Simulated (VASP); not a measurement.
# NbTe (P-6m2) in VASP: notebook

NbTe is run at these levels: PBEsol, PBEsol+U; tasks: density of states, vibrations by perturbation theory, elastic constants.

All numbers are computed with VASP 6.6.1; they aren't measurements. Logs are shortened: lines on timing, memory, paths and dates and some standing lists are left out, and cuts for length are marked.

## (1) The cell of the first run

The structure is hexagonal, space group P-6m2 (No. 187). The conventional cell has a = 3.703 Å, b = 3.703 Å, c = 3.694 Å, α = 90.00°, β = 90.00°, γ = 120.00°. Te (site symmetry -6m2) has 6 Nb at 2.83 Å and 2 Te at 3.69 Å within 3.7 Å. Within 3.7 Å of Nb (site symmetry -6m2) lie 6 Te at 2.83 Å and 2 Nb at 3.69 Å.

## (2) Density of states, PBEsol

POSCAR

```
NbTe
1.0
    3.7029743866      0.0000000000      0.0000000000
   -1.8514871933      3.2068698884      0.0000000000
    0.0000000000      0.0000000000      3.6942110000
Te Nb
1 1
Direct
    0.6666666667      0.3333333333      0.0000000000
    0.0000000000      0.0000000000      0.5000000000
```

INCAR.step1

```
SYSTEM = NbTe
PREC = Accurate
ENCUT = 520
EDIFF = 1E-6
ISMEAR = -1
SIGMA = 0.05
LREAL = .False.
LASPH = .True.
NELM = 100
ALGO = Normal
ISIF = 2
LWAVE = .False.
LCHARG = .True.
LMAXMIX = 4
GGA = PS
NBANDS = 16
```

KPOINTS.step1

```
Automatic mesh
0
Gamma
  8 8 7
  0 0 0
```

INCAR.step2

```
SYSTEM = NbTe
PREC = Accurate
ENCUT = 520
EDIFF = 1E-6
ISMEAR = -5
SIGMA = 0.05
LREAL = .False.
LASPH = .True.
NELM = 100
ALGO = Normal
ISIF = 2
LWAVE = .False.
LCHARG = .False.
LMAXMIX = 4
GGA = PS
LORBIT = 11
NBANDS = 16
NEDOS = 1001
ICHARG = 11
```

KPOINTS.step2

```
Automatic mesh
0
Gamma
  12 12 11
  0 0 0
```

Potentials or basis: VASP PAW PBE potentials, release 64 (Te, Nb_sv).

On the command line:

```console
$ cat potpaw_PBE.64/Te/POTCAR potpaw_PBE.64/Nb_sv/POTCAR > POTCAR
$ cp INCAR.step1 INCAR
$ cp KPOINTS.step1 KPOINTS
$ mpirun -np 1 vasp_std > vasp.out
$ cp INCAR.step2 INCAR
$ cp KPOINTS.step2 KPOINTS
$ mpirun -np 1 vasp_std > vasp.out
```

OUTCAR:

```text
SYSTEM = NbTe
   PREC = Accurate
   ENCUT = 520
   EDIFF = 1E-6
   ISMEAR = -5
   LREAL = .False.
   LASPH = .True.
   NELM = 100
   ISIF = 2
   GGA = PS
   LORBIT = 11
   ICHARG = 11

 ion  position               nearest neighbor table
   1  0.667  0.333  0.000-   2 2.83   2 2.83   2 2.83   2 2.83   2 2.83   2 2.83
   2  0.000  0.000  0.500-   1 2.83   1 2.83   1 2.83   1 2.83   1 2.83   1 2.83

  LATTYP: Found a hexagonal cell.
 ALAT       =     3.7029743866
 C/A-ratio  =     0.9976334196

  Lattice vectors:

 A1 = (   3.7029743866,   0.0000000000,   0.0000000000)
 A2 = (  -1.8514871933,   3.2068698884,   0.0000000000)
 A3 = (   0.0000000000,   0.0000000000,   3.6942110000)

Analysis of symmetry for initial positions (statically):
=====================================================================
 Subroutine PRICEL returns:
 Original cell was already a primitive cell.

 Routine SETGRP: Setting up the symmetry group for a
 hexagonal supercell.

 Subroutine GETGRP returns: Found 12 space group operations
 (whereof 12 operations were pure point group operations)
 out of a pool of 24 trial point group operations.

The static configuration has the point symmetry D_3h.

Analysis of symmetry for dynamics (positions and initial velocities):
=====================================================================
 Subroutine PRICEL returns:
 Original cell was already a primitive cell.

 Routine SETGRP: Setting up the symmetry group for a
 hexagonal supercell.

 Subroutine GETGRP returns: Found 12 space group operations
 (whereof 12 operations were pure point group operations)
 out of a pool of 24 trial point group operations.

The dynamic configuration has the point symmetry D_3h.

 Subroutine INISYM returns: Found 12 space group operations
 (whereof 12 operations are pure point group operations),
 and found     1 'primitive' translations

----------------------------------------------------------------------------------------

                                     Primitive cell

  volume of cell :      43.8686

  direct lattice vectors                    reciprocal lattice vectors
     3.702974387  0.000000000  0.000000000     0.270053178  0.155915275  0.000000000
    -1.851487193  3.206869888  0.000000000     0.000000000  0.311830550  0.000000000
     0.000000000  0.000000000  3.694211000     0.000000000  0.000000000  0.270693796

  length of vectors
     3.702974387  3.702974387  3.694211000     0.311830550  0.311830550  0.270693796

  position of ions in fractional coordinates (direct lattice)
     0.666666667  0.333333333  0.000000000
     0.000000000  0.000000000  0.500000000

  ion indices of the primitive-cell ions
   primitive index   ion index
                 1           1
                 2           2

----------------------------------------------------------------------------------------

 KPOINTS: Automatic mesh

Automatic generation of k-mesh.
 Grid dimensions read from file:
 generate k-points for:   12   12   11

 Generating k-lattice:

  Cartesian coordinates                     Fractional coordinates (reciprocal lattice)
     0.022504431  0.012992940  0.000000000     0.083333333  0.000000000  0.000000000
     0.000000000  0.025985879  0.000000000     0.000000000  0.083333333  0.000000000
     0.000000000  0.000000000  0.024608527     0.000000000  0.000000000  0.090909091

  Length of vectors
     0.025985879  0.025985879  0.024608527

  Shift w.r.t. Gamma in fractional coordinates (k-lattice)
     0.000000000  0.000000000  0.000000000

 TETIRR: Found   1541 inequivalent tetrahedra from     9504

 Subroutine IBZKPT returns following result:
 ===========================================

 Found    114 irreducible k-points:

 Following reciprocal coordinates:
            Coordinates               Weight
  0.000000  0.000000  0.000000      1.000000
  0.083333  0.000000  0.000000      6.000000
  0.166667 -0.000000  0.000000      6.000000
  0.250000 -0.000000  0.000000      6.000000
  0.333333  0.000000  0.000000      6.000000
  0.416667 -0.000000  0.000000      6.000000
[... 16 lines left out ...]
  0.250000 -0.000000  0.090909     12.000000
  0.333333  0.000000  0.090909     12.000000
 [... further k-points ...]
   k-points           NKPTS =    114   k-points in BZ     NKDIM =    114   number of bands    NBANDS=     16
   number of dos      NEDOS =   1001   number of ions     NIONS =      2
   total plane-waves  NPLWV =  21952
   dimension x,y,z NGX =    28 NGY =   28 NGZ =   28
   dimension x,y,z NGXF=    56 NGYF=   56 NGZF=   56
   ions per type =               1   1
   NGX,Y,Z   is equivalent  to a cutoff of  12.57, 12.57, 12.60 a.u.
   NGXF,Y,Z  is equivalent  to a cutoff of  25.14, 25.14, 25.20 a.u.
 SYSTEM =  NbTe
   PREC   = accura    normal or accurate (medium, high low for compatibility)
   ISTART =      0    job   : 0-new  1-cont  2-samecut
   ICHARG =     11    charge: 1-file 2-atom 10-const
   ISPIN  =      1    spin polarized calculation?
   LNONCOLLINEAR =      F non collinear calculations
   LSORBIT =      F    spin-orbit coupling
   LASPH  =      T    aspherical Exc in radial PAW
   ENCUT  =  520.0 eV  38.22 Ry    6.18 a.u.   6.89  6.89  6.87*2*pi/ulx,y,z
   NELM   =    100;   NELMIN=  2; NELMDL=  0     # of ELM steps
   EDIFF  = 0.1E-05   stopping-criterion for ELM
   LREAL  =      F    real-space projection
   EDIFFG = 0.1E-04   stopping-criterion for IOM
   NSW    =      0    number of steps for IOM
   IBRION =     -1    ionic relax: 0-MD 1-quasi-New 2-CG
   NFREE  =      0    steps in history (QN), initial steepest desc. (CG)
   ISIF   =      2    stress and relaxation
   ISYM   =      2    0-nonsym 1-usesym 2-fastsym
   POTIM  = 0.5000    time-step for ionic-motion
   TEBEG  =    0.0;   TEEND  =   0.0 temperature during run
   PSTRESS=    0.0 pullay stress
   NELECT =      19.0000    total number of electrons
   NUPDOWN=      -1.0000    fix difference up-down
   EMIN   =  10.00;   EMAX   =-10.00  energy-range for DOS
   EFERMI =   0.00;   METHOD = LEGACY
   ISMEAR =    -5;   SIGMA  =   0.05  broadening in eV -4-tet -1-fermi 0-gaus
   EFERMI_NEDOS =   21; number of points for ismear=-14 and -15
   IALGO  =     38    algorithm
   IMIX   =      4    mixing-type and parameters
     AMIX     =   0.40;   BMIX     =  1.00
     AMIX_MAG =   1.60;   BMIX_MAG =  1.00
  volume/ion in A,a.u.               =      21.93       148.02
  Fermi-wavevector in a.u.,A,eV,Ry     =   1.238630  2.340671 20.874103  1.534203
  Thomas-Fermi vector in A             =   2.373147
   LORBIT       =     11    0 simple, 1 ext, 2 COOP (PROOUT), +10 PAW based schemes
   GGA     = PS    functional components
   LHFCALC =     F    Hartree Fock is set to
   AEXX    =    0.0000 exact exchange contribution
   IVDW    =     0    specifies the selected vdW correction
   LEPSILON=     F    determine dielectric tensor
   LRPA    =     F    only Hartree local field effects (RPA)
 non-spin polarized calculation
 Fermi weights with tetrahedron method with Bloechl corrections
  energy-cutoff  :      520.00
  volume of cell :       43.87
 maximum number of plane-waves:      1198
 NGX is ok and might be reduce to    28

 number of electron      18.9999998 magnetization

 Free energy of the ion-electron system (eV)
  ---------------------------------------------------
  ext. energy  EPLUGINS =         0.00000000
  ---------------------------------------------------
  free energy    TOTEN  =       -14.86163070 eV

  energy without entropy =      -14.86163070  energy(sigma->0) =      -14.86163070

 E-fermi :  10.8515     XC(G=0): -11.3925

 val. band max:       10.8573764636   @ k =   0.2500  -0.0000   0.0000
 cond. band min:      10.8177439276   @ k =   0.0000   0.0000   0.0909
 fundamental gap:     -0.0396325360
 Fermi energy:        10.8514974291

 k-point     1 :       0.0000    0.0000    0.0000
  band No.  band energies     occupation
      1     -44.6048      2.00000
      2     -20.8215      2.00000
      3     -20.6288      2.00000
      4     -20.6288      2.00000
      5      -3.3707      2.00000
      6       7.7403      2.00000
[... 8 lines left out ...]
     15      16.7704      0.00000
     16      17.8985      0.00000

 k-point     2 :       0.0833    0.0000    0.0000
  band No.  band energies     occupation
      1     -44.6042      2.00000
      2     -20.8200      2.00000
      3     -20.6379      2.00000
      4     -20.6310      2.00000
      5      -3.2860      2.00000
      6       7.3132      2.00000
[... 8 lines left out ...]
     15      16.6430      0.00000
     16      18.2579      0.00000

 k-point     3 :       0.1667   -0.0000    0.0000
  band No.  band energies     occupation
      1     -44.6026      2.00000
      2     -20.8158      2.00000
      3     -20.6628      2.00000
      4     -20.6368      2.00000
      5      -3.0416      2.00000
      6       6.5018      2.00000
[... 8 lines left out ...]
     15      16.8443      0.00000
     16      19.0849      0.00000

 k-point     4 :       0.2500   -0.0000    0.0000
  band No.  band energies     occupation
      1     -44.6004      2.00000
      2     -20.8102      2.00000
      3     -20.6966      2.00000
      4     -20.6448      2.00000
      5      -2.6701      2.00000
      6       5.5443      2.00000
[... 8 lines left out ...]
     15      17.7149      0.00000
     16      19.2233      0.00000
[... 324 lines left out ...]
 k-point    22 :       0.1667   -0.0000    0.0909
  band No.  band energies     occupation
      1     -44.6022      2.00000
      2     -20.8247      2.00000
      3     -20.6618      2.00000
      4     -20.6359      2.00000
      5      -2.9676      2.00000
      6       6.5527      2.00000
[... 8 lines left out ...]
     15      16.8767      0.00000
     16      18.9371      0.00000

 k-point    23 :       0.2500   -0.0000    0.0909
  band No.  band energies     occupation
      1     -44.6000      2.00000
      2     -20.8188      2.00000
      3     -20.6953      2.00000
      4     -20.6439      2.00000
      5      -2.6072      2.00000
      6       5.5937      2.00000
[... 8 lines left out ...]
     15      17.5553      0.00000
     16      18.8624      0.00000

 k-point    24 :       0.3333    0.0000    0.0909
  band No.  band energies     occupation
      1     -44.5978      2.00000
      2     -20.8129      2.00000
      3     -20.7286      2.00000
      4     -20.6518      2.00000
      5      -2.1882      2.00000
      6       4.6828      2.00000
[... 8 lines left out ...]
     15      17.2258      0.00000
     16      19.3805      0.00000

 [... further k-points ...]
[... 5 lines left out ...]
  --------------------------------------------------------------------------------------
  -------------------------------------------------------------------------------------
  Total       -1.3845936     -1.3845936     -1.5448005     -0.0000000      0.0000000      0.0000000
  in kB      -50.5683929    -50.5683929    -56.4195014     -0.0000000      0.0000000      0.0000000
  external PRESSURE =     -52.5187624 kB  Pullay stress =       0.0000000 kB

 VOLUME and BASIS-vectors are now :
 -----------------------------------------------------------------------------
  energy-cutoff  :      520.00
  volume of cell :       43.87
      direct lattice vectors                 reciprocal lattice vectors
     3.702974387  0.000000000  0.000000000     0.270053178  0.155915275  0.000000000
    -1.851487193  3.206869888  0.000000000     0.000000000  0.311830550  0.000000000
     0.000000000  0.000000000  3.694211000     0.000000000  0.000000000  0.270693796

 POSITION                                       TOTAL-FORCE (eV/Angst)
 -----------------------------------------------------------------------------------
      1.85149      1.06896      0.00000        -0.000000      0.000000      0.000000
      0.00000      0.00000      1.84711         0.000000      0.000000      0.000000
 -----------------------------------------------------------------------------------
    total drift:                                0.000032     -0.000019      0.000000

  FREE ENERGIE OF THE ION-ELECTRON SYSTEM (eV)
  ---------------------------------------------------
  free  energy   TOTEN  =       -14.8616306986 eV

  energy  without entropy=      -14.8616306986  energy(sigma->0) =      -14.86163070

 total charge

# of ion       s       p       d       tot
------------------------------------------
    1        1.327   2.043   0.118   3.488
    2        2.118   5.968   2.567  10.653
--------------------------------------------------
tot          3.445   8.011   2.685  14.141
```

Run time: 35 s. Hardware: 1 thread of AMD EPYC 9R45 (Zen 5), shared host; peak memory 0.18 GiB.

What came out:

```
Valence electrons inside the program's atomic spheres : Te 3.49; Nb 10.65
```

Caveat: the PAW data sets were made with another functional, which shifts forces and pressure a little; spin-orbit coupling is left out, which moves the levels of the heavy elements; tetrahedron occupations give inexact forces and stress in metals.

## (3) Density of states, PBEsol+U

POSCAR is that of step 2.

INCAR.step1

```
SYSTEM = NbTe
ALGO = Normal ; EDIFF = 1E-6
ENCUT = 520 ; GGA = PS
ISIF = 2 ; ISMEAR = -1
LASPH = .True. ; LCHARG = .True.
LDAU = .True. ; LDAUJ = 0 0
LDAUL = -1 2 ; LDAUPRINT = 1
LDAUTYPE = 2 ; LDAUU = 0 2
LMAXMIX = 4 ; LREAL = .False.
LWAVE = .False. ; NBANDS = 16
NELM = 150 ; PREC = Accurate
SIGMA = 0.05
```

KPOINTS.step1

```
k-points
0
Gamma
  8 8 7
  0 0 0
```

INCAR.step2

```
SYSTEM = NbTe
ALGO = Normal ; EDIFF = 1E-6
ENCUT = 520 ; GGA = PS
ICHARG = 11 ; ISIF = 2
ISMEAR = -5 ; LASPH = .True.
LCHARG = .False. ; LDAU = .True.
LDAUJ = 0 0 ; LDAUL = -1 2
LDAUPRINT = 1 ; LDAUTYPE = 2
LDAUU = 0 2 ; LMAXMIX = 4
LORBIT = 11 ; LREAL = .False.
LWAVE = .False. ; NBANDS = 16
NEDOS = 2001 ; NELM = 150
PREC = Accurate ; SIGMA = 0.05
```

KPOINTS.step2

```
k-points
0
Gamma
  12 12 11
  0 0 0
```

Potentials or basis: VASP PAW PBE potentials, release 64 (Te, Nb_sv).

On the command line:

```console
$ cat potpaw_PBE.64/Te/POTCAR potpaw_PBE.64/Nb_sv/POTCAR > POTCAR
$ cp INCAR.step1 INCAR
$ cp KPOINTS.step1 KPOINTS
$ mpirun -np 1 vasp_std > vasp.out
$ cp INCAR.step2 INCAR
$ cp KPOINTS.step2 KPOINTS
$ mpirun -np 1 vasp_std > vasp.out
```

It took 36 s on 1 thread of AMD EPYC 9R45 (Zen 5), shared host; peak memory 0.18 GiB.

It converged, with:

| Property | Result |
| --- | --- |
| Valence electrons inside the program's atomic spheres | Te 3.50; Nb 10.51 |

Levels at points of the mesh, in eV from the Fermi level:
```tsv
k point	band 7	band 8	band 9	band 10	band 11	band 12	band 13	band 14
(0.00, 0.00, 0.00)	-3.18	-2.99	-2.45	0.19	0.19	2.42	2.42	2.66
(0.50, 0.00, 0.00)	-3.87	-2.69	-2.64	-0.15	1.31	1.58	2.98	3.64
```

Eigenvalues of the final occupation matrices:
```tsv
site	spin	trace	eigenvalues
site 2 d	1	1.22	0.20 0.25 0.25 0.26 0.26
site 2 d	2	1.22	0.20 0.25 0.25 0.26 0.26
```

Caveat: the PAW data sets were made with another functional, which shifts forces and pressure a little; spin-orbit coupling is left out, which moves the levels of the heavy elements; U without spin polarisation on a metal has little footing; the U is typed as a test and isn't derived for this compound; tetrahedron occupations give inexact forces and stress in metals.

## (4) Density of states, PBEsol+U

POSCAR is that of step 3.

INCAR.step1

```
SYSTEM = NbTe
PREC = Accurate
ENCUT = 520
EDIFF = 1E-7
ISMEAR = -1
SIGMA = 0.05
LREAL = .FALSE.
LASPH = .TRUE.
NELM = 150
ALGO = Normal
ISIF = 2
LWAVE = .FALSE.
LCHARG = .TRUE.
LMAXMIX = 4
LDAU = .TRUE.
LDAUTYPE = 2
LDAUL = -1 2
LDAUU = 0 4
LDAUJ = 0 0
LDAUPRINT = 1
GGA = PS
NBANDS = 16
```

KPOINTS.step1

```
regular mesh
0
G
  8 8 7
  0 0 0
```

INCAR.step2

```
SYSTEM = NbTe
PREC = Accurate
ENCUT = 520
EDIFF = 1E-7
ISMEAR = -5
SIGMA = 0.05
LREAL = .FALSE.
LASPH = .TRUE.
NELM = 150
ALGO = Normal
ISIF = 2
LWAVE = .FALSE.
LCHARG = .FALSE.
LMAXMIX = 4
LDAU = .TRUE.
LDAUTYPE = 2
LDAUL = -1 2
LDAUU = 0 4
LDAUJ = 0 0
LDAUPRINT = 1
GGA = PS
LORBIT = 10
NBANDS = 16
NEDOS = 2001
ICHARG = 11
```

KPOINTS.step2

```
regular mesh
0
G
  12 12 11
  0 0 0
```

On the command line:

```console
$ cat potpaw_PBE.64/Te/POTCAR potpaw_PBE.64/Nb_sv/POTCAR > POTCAR
$ cp INCAR.step1 INCAR
$ cp KPOINTS.step1 KPOINTS
$ mpirun -np 1 vasp_std > vasp.out
$ cp INCAR.step2 INCAR
$ cp KPOINTS.step2 KPOINTS
$ mpirun -np 1 vasp_std > vasp.out
```

Wall time 38 s (1 thread of AMD EPYC 9R45 (Zen 5), shared host); peak memory 0.18 GiB.

It converged, with:

```yaml
Valence_electrons_inside_the_program's_atomic_spheres: Te 3.52; Nb 10.37
```

Levels at points of the mesh, in eV from the Fermi level:
| k point | band 7 | band 8 | band 9 | band 10 | band 11 | band 12 | band 13 | band 14 |
| --- | --- | --- | --- | --- | --- | --- | --- | --- |
| (0.00, 0.00, 0.00) | -3.25 | -3.00 | -2.61 | 0.20 | 0.20 | 2.35 | 2.35 | 2.46 |
| (0.50, 0.00, 0.00) | -3.95 | -2.84 | -2.67 | -0.14 | 1.34 | 1.63 | 2.89 | 3.45 |

Eigenvalues of the final occupation matrices:
```tsv
site	spin	trace	eigenvalues
site 2 d	1	1.14	0.18 0.24 0.24 0.25 0.25
site 2 d	2	1.14	0.18 0.24 0.24 0.25 0.25
```

Caveat: the PAW data sets were made with another functional, which shifts forces and pressure a little; spin-orbit coupling is left out, which moves the levels of the heavy elements; U without spin polarisation on a metal has little footing; the U is typed as a test and isn't derived for this compound; tetrahedron occupations give inexact forces and stress in metals.

(Continued in part 2 of 2.)
